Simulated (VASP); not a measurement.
NaScTe2:

```xyz
4
Lattice="4.3099 0.0000 0.0000 0.0000 4.3099 0.0000 0.0000 0.0000 5.8992" Properties=species:S:1:pos:R:3 pbc="T T T"
Na    0.0000    0.0000    0.0000
Te    0.0000    0.0000    2.9496
Te    2.1550    2.1550    0.0000
Sc    2.1550    2.1550    2.9496
```

Base run:

- Program: VASP 6.6.1
- Functional: PBE
- Potentials or basis: VASP PAW PBE potentials, release 64 (Na_pv, Te, Sc_sv)
- Cutoff: 520 eV
- k mesh: 6 × 6 × 4
- Occupations: fermi-dirac, width 0.02 eV
- Spin: no spin polarisation

Its results: band gap on the k mesh zero (bands 15 and 16 overlap by 0.30 eV); pressure 0.5 GPa.

The run is repeated on the same cell with these changes: functional from PBE to LDA; potentials or basis from VASP PAW PBE potentials, release 64 (Na_pv, Te, Sc_sv) to VASP PAW LDA potentials, release 64 (Na_pv, Te, Sc_sv). What comes out?

Band gap on the k mesh zero (bands 15 and 16 overlap by 0.35 eV); pressure -3.2 GPa.

Caveats: spin-orbit coupling is left out, which moves the levels of the heavy elements; the cell stands under tension (at least some runs).
